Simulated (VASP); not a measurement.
BaTe, 4 atoms in the cell. The structure is hexagonal, space group P6_3/mmc (No. 194). The conventional cell has a = 4.849 Å, b = 4.849 Å, c = 8.600 Å, α = 90.00°, β = 90.00°, γ = 120.00°. Within 4.6 Å of Ba (site symmetry -6m2) lie 6 Te at 3.53 Å. Te (site symmetry -3m) has 6 Ba at 3.53 Å and 2 Te at 4.30 Å within 4.6 Å. 

```yaml
Program: VASP 6.6.1
Task: single point
Functional: r2SCAN
Potentials_or_basis: VASP PAW PBE potentials, release 64 (Ba_sv, Te)
Cutoff: 520 eV
k_mesh: 8 × 8 × 6
Occupations: gaussian, width 0.05 eV
Spin: no spin polarisation
Dipole_correction: no
Further_INCAR_settings: ALGO = Normal; EDIFF = 1e-06; NBANDS = 24
```

Potentials or basis: VASP PAW PBE potentials, release 64 (Ba_sv, Te).

The run is started by

```console
$ cat potpaw_PBE.64/Ba_sv/POTCAR potpaw_PBE.64/Te/POTCAR > POTCAR
$ cp INCAR.step1 INCAR
$ mpirun -np 1 vasp_std > vasp.out
$ cp INCAR.step2 INCAR
$ mpirun -np 1 vasp_std > vasp.out
```

Hardware: 1 thread of AMD EPYC 7R13 (shared host).

**Question.** How long does it take, and how much memory?

**Answer.** It took 15 min on 1 thread of AMD EPYC 7R13, on a shared host, peak memory 0.38 GiB. Counts: k points 40.
